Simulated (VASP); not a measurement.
The system is Tb3YPb.

```
CELL_PARAMETERS angstrom
4.48521 0.00000 0.00000
0.00000 4.48521 0.00000
0.00000 0.00000 7.82309
ATOMIC_POSITIONS crystal
Tb 0.00000 0.50000 0.66687
Tb 0.00000 0.00000 0.32578
Tb 0.50000 0.00000 0.66687
Y 0.50000 0.50000 0.12477
Pb 0.00000 0.00000 0.95199
```

The cell was generated, and may not be a known phase.

```yaml
Program: VASP 6.6.1
Task: relaxation of cell and atoms
Functional: PBE
Potentials_or_basis: VASP PAW PBE potentials, release 64 (Tb_3, Y_sv, Pb_d), 4f in core
Cutoff: 500 eV
k_mesh: 4 × 4 × 2
Occupations: gaussian, width 0.1 eV
Spin: no spin polarisation
```

At the start: pressure 1.5 GPa; volume 31.48 Å³/atom.

**Question.** How do energy, volume and symmetry change on relaxing?

**Answer.** Over 14 steps the energy falls by 19.6 meV/atom and the volume is 32.86 Å³/atom (+4.4 %); space group P4mm (No. 99, to 0.1 Å) before and after.

Step by step:
| step | energy change (eV) | largest force (eV/Å) | pressure (GPa) | volume (Å³) |
| --- | --- | --- | --- | --- |
| 1 | 0.0000 | 0.3823 | 1.54 | 157.38 |
| 2 | -0.0460 | 0.3110 | -0.58 | 164.37 |
| 3 | -0.0464 | 0.3176 | -0.40 | 163.69 |
| 4 | -0.0595 | 0.2487 | -0.23 | 162.89 |
| 5 | -0.0682 | 0.2231 | 0.06 | 161.65 |
| 6 | -0.0683 | 0.2200 | 0.10 | 161.51 |
| 7 | -0.0734 | 0.1896 | 0.05 | 161.81 |
| 8 | -0.0842 | 0.1091 | -0.08 | 162.71 |
| 9 | -0.0906 | 0.1743 | -0.25 | 164.52 |
| 10 | -0.0953 | 0.0996 | 0.04 | 163.67 |
| 11 | -0.0961 | 0.0552 | 0.22 | 163.16 |
| 12 | -0.0975 | 0.0549 | 0.02 | 164.04 |
| 13 | -0.0975 | 0.0571 | -0.02 | 164.23 |
| 14 | -0.0978 | 0.0211 | -0.02 | 164.32 |

Final structure:
```
CELL_PARAMETERS angstrom
4.47339 0.00000 0.00000
0.00000 4.47339 0.00000
0.00000 0.00000 8.21127
ATOMIC_POSITIONS crystal
Tb 0.00000 0.50000 0.67434
Tb 0.00000 0.00000 0.33332
Tb 0.50000 0.00000 0.67434
Y 0.50000 0.50000 0.08897
Pb 0.00000 0.00000 0.96531
```

Caveat: the k points lie up to 0.38 Å⁻¹ apart in the final cell, too coarse for converged energies and pressures of a metal.
